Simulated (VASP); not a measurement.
Cu, 1 atom in the cell. It takes space group Fm-3m (No. 225, cubic). Conventional cell: a = 3.575 Å, b = 3.575 Å, c = 3.575 Å, α = 90.00°, β = 90.00°, γ = 90.00°. Cu (site symmetry m-3m) has 12 Cu at 2.53 Å within 3.3 Å. 

- Program: VASP 6.6.1
- Task: single point
- Functional: PBE
- Potentials or basis: VASP PAW PBE potentials, release 64 (Cu)
- Cutoff: 520 eV
- k mesh: 20 × 20 × 20
- Occupations: fermi-dirac, width 0.1 eV
- Spin: no spin polarisation
- Dipole correction: no
- Further INCAR settings: ALGO = Normal; EDIFF = 1e-06; NBANDS = 12

Potentials or basis: VASP PAW PBE potentials, release 64 (Cu).

Launch:

```console
$ cat potpaw_PBE.64/Cu/POTCAR > POTCAR
$ mpirun -np 1 vasp_std > vasp.out
```

Hardware: 1 thread of AMD EPYC 9R45 96-Core Processor (Zen 5) (shared host).

Task: How long does it take, and how much memory?

Result: Wall time 16 s on 1 thread of AMD EPYC 9R45 96-Core Processor (Zen 5) (shared host), peak memory 0.12 GiB. Counts: scf iterations 12, k points 256.
